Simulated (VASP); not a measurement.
# Ru (P6_3/mmc) in VASP: further runs

Ru is run at these levels: PBE; tasks: single point.

Program: VASP 6.6.1. These are calculated values, not measurements. Logs are shortened: lines on timing, memory, paths and dates and some standing lists are left out, and cuts for length are marked.

**1. The cell of the first run**

It takes space group P6_3/mmc (No. 194, hexagonal). Conventional cell: a = 2.706 Å, b = 2.706 Å, c = 4.282 Å, α = 90.00°, β = 90.00°, γ = 120.00°. Ru (site symmetry -6m2) has 12 Ru at 2.65 to 2.71 Å within 3.5 Å.

**2. Single point, PBE**

INCAR reads:

```
ALGO = Normal
EDIFF = 1E-6
ENCUT = 520
GGA = PE
ISIF = 2
ISMEAR = -1
LASPH = T
LCHARG = F
LREAL = F
LWAVE = F
NBANDS = 21
NELM = 60
PREC = Accurate
SIGMA = 0.1
```

KPOINTS reads:

```
k-points
0
Gamma
  14 14 8
```

POSCAR reads:

```
Ru
1.0
    2.7058000000      0.0000000000      0.0000000000
   -1.3529000000      2.3432920000      0.0000000000
    0.0000000000      0.0000000000      4.2819000000
Ru
2
Direct
    0.3333333333      0.6666666667      0.2500000000
    0.6666666667      0.3333333333      0.7500000000
```

Potentials or basis: VASP PAW PBE potentials, release 64 (Ru_pv).

Command:

```
cat potpaw_PBE.64/Ru_pv/POTCAR > POTCAR
mpirun -np 1 vasp_std > vasp.out
```

OUTCAR:

```text
EDIFF = 1E-6
   ENCUT = 520
   GGA = PE
   ISIF = 2
   ISMEAR = -1
   LASPH = T
   LREAL = F
   NELM = 60
   PREC = Accurate

 ion  position               nearest neighbor table
   1  0.333  0.667  0.250-   2 2.65   2 2.65   2 2.65   2 2.65   2 2.65   2 2.65
   2  0.667  0.333  0.750-   1 2.65   1 2.65   1 2.65   1 2.65   1 2.65   1 2.65

  LATTYP: Found a hexagonal cell.
 ALAT       =     2.7058000000
 C/A-ratio  =     1.5824894671

  Lattice vectors:

 A1 = (   2.7058000000,   0.0000000000,   0.0000000000)
 A2 = (  -1.3529000000,   2.3432920000,   0.0000000000)
 A3 = (   0.0000000000,   0.0000000000,   4.2819000000)

Analysis of symmetry for initial positions (statically):
=====================================================================
 Subroutine PRICEL returns:
 Original cell was already a primitive cell.

 Routine SETGRP: Setting up the symmetry group for a
 hexagonal supercell.

 Subroutine GETGRP returns: Found 24 space group operations
 (whereof 12 operations were pure point group operations)
 out of a pool of 24 trial point group operations.

The static configuration has the point symmetry D_3d.
 The point group associated with its full space group is D_6h.

Analysis of symmetry for dynamics (positions and initial velocities):
=====================================================================
 Subroutine PRICEL returns:
 Original cell was already a primitive cell.

 Routine SETGRP: Setting up the symmetry group for a
 hexagonal supercell.

 Subroutine GETGRP returns: Found 24 space group operations
 (whereof 12 operations were pure point group operations)
 out of a pool of 24 trial point group operations.

The dynamic configuration has the point symmetry D_3d.
 The point group associated with its full space group is D_6h.

 Subroutine INISYM returns: Found 24 space group operations
 (whereof 12 operations are pure point group operations),
 and found     1 'primitive' translations

----------------------------------------------------------------------------------------

                                     Primitive cell

  volume of cell :      27.1493

  direct lattice vectors                    reciprocal lattice vectors
     2.705800000  0.000000000  0.000000000     0.369576465  0.213375030  0.000000000
    -1.352900000  2.343292000  0.000000000     0.000000000  0.426750059  0.000000000
     0.000000000  0.000000000  4.281900000     0.000000000  0.000000000  0.233541185

  length of vectors
     2.705800000  2.705800400  4.281900000     0.426750122  0.426750059  0.233541185

  position of ions in fractional coordinates (direct lattice)
     0.333333333  0.666666667  0.250000000
     0.666666667  0.333333333  0.750000000

  ion indices of the primitive-cell ions
   primitive index   ion index
                 1           1
                 2           2

----------------------------------------------------------------------------------------

 KPOINTS: k-points

Automatic generation of k-mesh.
 Grid dimensions read from file:
 generate k-points for:   14   14    8

 Generating k-lattice:

  Cartesian coordinates                     Fractional coordinates (reciprocal lattice)
     0.026398319  0.015241074  0.000000000     0.071428571  0.000000000  0.000000000
     0.000000000  0.030482147  0.000000000     0.000000000  0.071428571  0.000000000
     0.000000000  0.000000000  0.029192648     0.000000000  0.000000000  0.125000000

  Length of vectors
     0.030482152  0.030482147  0.029192648

  Shift w.r.t. Gamma in fractional coordinates (k-lattice)
     0.000000000  0.000000000  0.000000000

 Subroutine IBZKPT returns following result:
 ===========================================

 Found    120 irreducible k-points:

 Following reciprocal coordinates:
            Coordinates               Weight
  0.000000  0.000000  0.000000      1.000000
  0.071429  0.000000  0.000000      6.000000
  0.142857 -0.000000  0.000000      6.000000
  0.214286  0.000000  0.000000      6.000000
  0.285714  0.000000  0.000000      6.000000
  0.357143 -0.000000  0.000000      6.000000
[... 16 lines left out ...]
  0.285714  0.285714  0.000000      6.000000
  0.357143  0.285714  0.000000      6.000000
 [... further k-points ...]
   k-points           NKPTS =    120   k-points in BZ     NKDIM =    120   number of bands    NBANDS=     21
   number of dos      NEDOS =    301   number of ions     NIONS =      2
   total plane-waves  NPLWV =  12800
   dimension x,y,z NGX =    20 NGY =   20 NGZ =   32
   dimension x,y,z NGXF=    40 NGYF=   40 NGZF=   64
   ions per type =               2
   NGX,Y,Z   is equivalent  to a cutoff of  12.29, 12.29, 12.42 a.u.
   NGXF,Y,Z  is equivalent  to a cutoff of  24.58, 24.58, 24.85 a.u.
 SYSTEM =  unknown system
   PREC   = accura    normal or accurate (medium, high low for compatibility)
   ISTART =      0    job   : 0-new  1-cont  2-samecut
   ICHARG =      2    charge: 1-file 2-atom 10-const
   ISPIN  =      1    spin polarized calculation?
   LNONCOLLINEAR =      F non collinear calculations
   LSORBIT =      F    spin-orbit coupling
   LASPH  =      T    aspherical Exc in radial PAW
   ENCUT  =  520.0 eV  38.22 Ry    6.18 a.u.   5.03  5.03  7.96*2*pi/ulx,y,z
   NELM   =     60;   NELMIN=  2; NELMDL= -5     # of ELM steps
   EDIFF  = 0.1E-05   stopping-criterion for ELM
   LREAL  =      F    real-space projection
   EDIFFG = 0.1E-04   stopping-criterion for IOM
   NSW    =      0    number of steps for IOM
   IBRION =     -1    ionic relax: 0-MD 1-quasi-New 2-CG
   NFREE  =      0    steps in history (QN), initial steepest desc. (CG)
   ISIF   =      2    stress and relaxation
   ISYM   =      2    0-nonsym 1-usesym 2-fastsym
   POTIM  = 0.5000    time-step for ionic-motion
   TEBEG  =    0.0;   TEEND  =   0.0 temperature during run
   PSTRESS=    0.0 pullay stress
   NELECT =      28.0000    total number of electrons
   NUPDOWN=      -1.0000    fix difference up-down
   EMIN   =  10.00;   EMAX   =-10.00  energy-range for DOS
   EFERMI =   0.00;   METHOD = LEGACY
   ISMEAR =    -1;   SIGMA  =   0.10  broadening in eV -4-tet -1-fermi 0-gaus
   EFERMI_NEDOS =   21; number of points for ismear=-14 and -15
   IALGO  =     38    algorithm
   IMIX   =      4    mixing-type and parameters
     AMIX     =   0.40;   BMIX     =  1.00
     AMIX_MAG =   1.60;   BMIX_MAG =  1.00
  volume/ion in A,a.u.               =      13.57        91.61
  Fermi-wavevector in a.u.,A,eV,Ry     =   1.654022  3.125648 37.222669  2.735789
  Thomas-Fermi vector in A             =   2.742361
   LORBIT       =      0    0 simple, 1 ext, 2 COOP (PROOUT), +10 PAW based schemes
   GGA     = PE    functional components
   LHFCALC =     F    Hartree Fock is set to
   AEXX    =    0.0000 exact exchange contribution
   IVDW    =     0    specifies the selected vdW correction
   LEPSILON=     F    determine dielectric tensor
   LRPA    =     F    only Hartree local field effects (RPA)
 non-spin polarized calculation
  energy-cutoff  :      520.00
  volume of cell :       27.15
 maximum number of plane-waves:       752
 NGX is ok and might be reduce to    20
   NGX =  9   NGY =  9   NGZ = 15

 number of electron      28.0000009 magnetization

 Free energy of the ion-electron system (eV)
  ---------------------------------------------------
  ext. energy  EPLUGINS =         0.00000000
  ---------------------------------------------------
  free energy    TOTEN  =       -18.48833583 eV

  energy without entropy =      -18.43054312  energy(sigma->0) =      -18.45943948

 E-fermi :  12.8485     XC(G=0): -14.1211

 val. band max:       12.8383830369   @ k =   0.2857   0.1429   0.0000
 cond. band min:      12.8561599653   @ k =   0.4286   0.0714   0.2500
 fundamental gap:      0.0177769284
 Fermi energy:        12.8484766724

 k-point     1 :       0.0000    0.0000    0.0000
  band No.  band energies     occupation
      1     -30.8084      2.00000
      2     -29.8729      2.00000
      3     -29.8729      2.00000
      4     -29.7027      2.00000
      5     -29.7027      2.00000
      6     -29.6646      2.00000
[... 13 lines left out ...]
     20      23.2601      0.00000
     21      23.2906      0.00000

 k-point     2 :       0.0714    0.0000    0.0000
  band No.  band energies     occupation
      1     -30.7910      2.00000
      2     -29.9099      2.00000
      3     -29.8854      2.00000
      4     -29.7414      2.00000
      5     -29.7078      2.00000
      6     -29.6727      2.00000
[... 13 lines left out ...]
     20      23.2600      0.00000
     21      23.2856      0.00000

 k-point     3 :       0.1429   -0.0000    0.0000
  band No.  band energies     occupation
      1     -30.7405      2.00000
      2     -30.0137      2.00000
      3     -29.9196      2.00000
      4     -29.8481      2.00000
      5     -29.7227      2.00000
      6     -29.6969      2.00000
[... 13 lines left out ...]
     20      23.2600      0.00000
     21      23.2760      0.00000

 k-point     4 :       0.2143    0.0000    0.0000
  band No.  band energies     occupation
      1     -30.6621      2.00000
      2     -30.1637      2.00000
      3     -29.9981      2.00000
      4     -29.9673      2.00000
      5     -29.7457      2.00000
      6     -29.7374      2.00000
[... 13 lines left out ...]
     20      23.2600      0.00000
     21      23.2692      0.00000

 k-point     5 :       0.2857    0.0000    0.0000
  band No.  band energies     occupation
      1     -30.5641      2.00000
      2     -30.3301      2.00000
      3     -30.1592      2.00000
      4     -30.0183      2.00000
      5     -29.7931      2.00000
      6     -29.7727      2.00000
[... 13 lines left out ...]
     20      23.2599      0.00000
     21      23.2651      0.00000

 k-point     6 :       0.3571   -0.0000    0.0000
  band No.  band energies     occupation
      1     -30.4797      2.00000
      2     -30.4591      2.00000
      3     -30.2999      2.00000
      4     -30.0631      2.00000
      5     -29.8598      2.00000
      6     -29.7978      2.00000
[... 13 lines left out ...]
     20      23.2556      0.00000
     21      23.2600      0.00000

 k-point     7 :       0.4286    0.0000    0.0000
  band No.  band energies     occupation
      1     -30.5829      2.00000
      2     -30.3951      2.00000
      3     -30.3674      2.00000
      4     -30.0934      2.00000
      5     -29.9249      2.00000
      6     -29.8155      2.00000
[... 13 lines left out ...]
     20      23.2595      0.00000
     21      23.6721      0.00000
[... 291 lines left out ...]
      1     -30.4288      2.00000
      2     -30.3907      2.00000
      3     -30.3549      2.00000
      4     -30.0805      2.00000
      5     -29.9160      2.00000
      6     -29.8801      2.00000
[... 13 lines left out ...]
     20      23.2711      0.00000
     21      23.5699      0.00000

 k-point    21 :       0.2857    0.2143    0.0000
  band No.  band energies     occupation
      1     -30.4785      2.00000
      2     -30.3719      2.00000
      3     -30.3305      2.00000
      4     -30.1627      2.00000
      5     -29.9753      2.00000
      6     -29.9522      2.00000
[... 13 lines left out ...]
     20      23.2583      0.00000
     21      23.3770      0.00000

 k-point    22 :       0.3571    0.2143    0.0000
  band No.  band energies     occupation
      1     -30.5276      2.00000
      2     -30.3543      2.00000
      3     -30.2519      2.00000
      4     -30.2360      2.00000
      5     -30.0162      2.00000
      6     -30.0066      2.00000
[... 13 lines left out ...]
     20      23.2597      0.00000
     21      23.2614      0.00000

 k-point    23 :       0.2857    0.2857    0.0000
  band No.  band energies     occupation
      1     -30.4889      2.00000
      2     -30.3614      2.00000
      3     -30.2377      2.00000
      4     -30.2359      2.00000
      5     -30.0608      2.00000
      6     -30.0282      2.00000
[... 13 lines left out ...]
     20      23.2598      0.00000
     21      23.2605      0.00000

 k-point    24 :       0.3571    0.2857    0.0000
  band No.  band energies     occupation
      1     -30.4922      2.00000
      2     -30.3097      2.00000
      3     -30.3054      2.00000
      4     -30.1762      2.00000
      5     -30.0966      2.00000
      6     -30.0837      2.00000
[... 13 lines left out ...]
     20      23.2602      0.00000
     21      23.2603      0.00000

 [... further k-points ...]

------------------------ aborting loop because EDIFF is reached ----------------------------------------

  FORCE on cell =-STRESS in cart. coord.  units (eV):
  Direction    XX          YY          ZZ          XY          YZ          ZX
  --------------------------------------------------------------------------------------
  -------------------------------------------------------------------------------------
  Total        0.8594501      0.8594505      0.6559825      0.0000000      0.0000000      0.0000000
  in kB       50.7192288     50.7192489     38.7118750      0.0000000      0.0000000      0.0000000
  external PRESSURE =      46.7167843 kB  Pullay stress =       0.0000000 kB

 VOLUME and BASIS-vectors are now :
 -----------------------------------------------------------------------------
  energy-cutoff  :      520.00
  volume of cell :       27.15
      direct lattice vectors                 reciprocal lattice vectors
     2.705800000  0.000000000  0.000000000     0.369576465  0.213375030  0.000000000
    -1.352900000  2.343292000  0.000000000     0.000000000  0.426750059  0.000000000
     0.000000000  0.000000000  4.281900000     0.000000000  0.000000000  0.233541185

 POSITION                                       TOTAL-FORCE (eV/Angst)
 -----------------------------------------------------------------------------------
     -0.00000      1.56219      1.07048         0.000000      0.000000      0.000000
      1.35290      0.78110      3.21143        -0.000000     -0.000000      0.000000
 -----------------------------------------------------------------------------------
    total drift:                               -0.000000      0.000000     -0.000000

  FREE ENERGIE OF THE ION-ELECTRON SYSTEM (eV)
  ---------------------------------------------------
  free  energy   TOTEN  =       -18.4883358288 eV

  energy  without entropy=      -18.4305431242  energy(sigma->0) =      -18.45943948
```

It took 22 s on 1 thread of Intel Xeon 6975P-C (Granite Rapids), shared host; peak memory 0.17 GiB.

Results:

| Item | Value |
| --- | --- |
| Free energy | -18.4883 eV |
| Pressure | 4.7 GPa |
| Band gap on the k mesh | zero (band 14 reaches 14.46 eV, above the bottom of band 15 at 11.34 eV) |

Stress tensor (GPa, compression positive):
```
5.07 0.00 0.00
0.00 5.07 0.00
0.00 0.00 3.87
```

**3. Single point, PBE**

This run uses another cell than the first one, of 13.98 Å³/atom, 1.030 times its volume.

INCAR reads:

```
SYSTEM = Ru
PREC     = Accurate       ! precision mode
ENCUT    = 520            ! plane-wave cutoff, eV
EDIFF    = 1E-7           ! SCF threshold, eV
ISMEAR   = -1             ! smearing method
SIGMA    = 0.1            ! smearing width, eV
LREAL    = .FALSE.        ! projectors in reciprocal space
LASPH    = .TRUE.         ! aspherical terms in the spheres
NELM     = 100            ! most SCF steps
ALGO     = Normal         ! electronic algorithm
ISIF     = 2              ! what is computed and relaxed
LWAVE    = .FALSE.        ! write WAVECAR
LCHARG   = .FALSE.        ! write CHGCAR
GGA      = PE             ! functional
NBANDS   = 21             ! bands
```

KPOINTS reads:

```
regular mesh
0
G
  14 14 8
  0 0 0
```

POSCAR reads:

```
Ru
1.0
    2.7325918414      0.0000000000      0.0000000000
   -1.3662959207      2.3664944199      0.0000000000
    0.0000000000      0.0000000000      4.3242978068
Ru
2
Direct
    0.3333333333      0.6666666667      0.2500000000
    0.6666666667      0.3333333333      0.7500000000
```

Potentials or basis: VASP PAW PBE potentials, release 64 (Ru_pv).

Command:

```
cat potpaw_PBE.64/Ru_pv/POTCAR > POTCAR
mpirun -np 1 vasp_std > vasp.out
```

Run time: 24 s. Hardware: 1 thread of Intel Xeon 6975P-C (Granite Rapids), shared host; peak memory 0.17 GiB.

The run converged. Its results:

```yaml
Free_energy: -18.4885 eV
Pressure: -4.6 GPa
Band_gap_on_the_k_mesh: zero (band 14 reaches 13.85 eV, above the bottom of band 15 at 10.87 eV)
```

Stress tensor (GPa, compression positive):
```
-4.01  0.00  0.00
 0.00 -4.01  0.00
 0.00  0.00 -5.66
```

Levels at points of the mesh, in eV from the Fermi level:
| k point | band 11 | band 12 | band 13 | band 14 | band 15 | band 16 | band 17 | band 18 |
| --- | --- | --- | --- | --- | --- | --- | --- | --- |
| (0.00, 0.00, 0.00) | -2.32 | -1.84 | -1.84 | -1.34 | -1.34 | 1.12 | 1.12 | 1.26 |
| (0.50, 0.00, 0.00) | -2.00 | -1.74 | -1.47 | 1.35 | 1.75 | 1.81 | 3.90 | 5.91 |
| (0.00, 0.00, 0.50) | -2.64 | -2.64 | -2.62 | -2.62 | 0.51 | 0.51 | 0.51 | 0.51 |
| (0.50, 0.00, 0.50) | -1.02 | -1.02 | 0.42 | 0.42 | 1.59 | 1.59 | 3.28 | 3.28 |

**4. Single point, PBE**

This run uses another cell than the first one, of 14.39 Å³/atom, 1.060 times its volume.

INCAR reads:

```
SYSTEM = Ru
PREC = Accurate
ENCUT = 520
EDIFF = 1E-7
ISMEAR = -1
SIGMA = 0.1
LREAL = .FALSE.
LASPH = .TRUE.
NELM = 60
ALGO = Normal
ISIF = 2
LWAVE = .FALSE.
LCHARG = .TRUE.
GGA = PE
LELF = .TRUE.
LVHAR = .TRUE.
NBANDS = 21
```

KPOINTS is that of step 3.

POSCAR reads:

```
Ru
1.0
    2.7588683749      0.0000000000      0.0000000000
   -1.3794341875      2.3892505699      0.0000000000
    0.0000000000      0.0000000000      4.3658801443
Ru
2
Direct
    0.3333333333      0.6666666667      0.2500000000
    0.6666666667      0.3333333333      0.7500000000
```

Command:

```
cat potpaw_PBE.64/Ru_pv/POTCAR > POTCAR
mpirun -np 1 vasp_std > vasp.out
```

Run time: 22 s. Hardware: 1 thread of Intel Xeon 6975P-C (Granite Rapids), shared host; peak memory 0.19 GiB.

Results (log left out):

- Free energy: -18.4457 eV
- Pressure: -12.3 GPa
- Band gap on the k mesh: zero (band 14 reaches 13.27 eV, above the bottom of band 15 at 10.43 eV)

Stress tensor (GPa, compression positive):
```
-11.62   0.00   0.00
  0.00 -11.62   0.00
  0.00   0.00 -13.64
```

Levels at points of the mesh, in eV from the Fermi level:
```
           k point  band 11  band 12  band 13  band 14  band 15  band 16  band 17  band 18
(0.00, 0.00, 0.00)    -2.22    -1.76    -1.76    -1.28    -1.28     1.08     1.08     1.24
(0.50, 0.00, 0.00)    -1.92    -1.69    -1.41     1.28     1.66     1.73     3.76     5.71
(0.00, 0.00, 0.50)    -2.53    -2.53    -2.53    -2.53     0.48     0.48     0.48     0.48
(0.50, 0.00, 0.50)    -0.97    -0.97     0.41     0.41     1.52     1.52     3.18     3.18
```

**5. Summary**

| cell | gap on the mesh (eV) | pressure (GPa) |
| --- | --- | --- |
| a = 2.706, b = 2.706, c = 4.282 Å, angles 90.0, 90.0, 120.0°, 2 atoms | none | 4.7 |
| a = 2.733, b = 2.733, c = 4.324 Å, angles 90.0, 90.0, 120.0°, 2 atoms | none | -4.6 |
| a = 2.759, b = 2.759, c = 4.366 Å, angles 90.0, 90.0, 120.0°, 2 atoms | none | -12.3 |

Alike in all rows: task single point; level PBE; potentials or basis VASP PAW PBE potentials, release 64 (Ru_pv); no spin polarisation; k mesh 14 × 14 × 8; cutoff (eV) 520; smearing fermi-dirac 0.1 eV.

Total energies depend on the potentials used, so only differences within one code and one set of settings carry meaning.
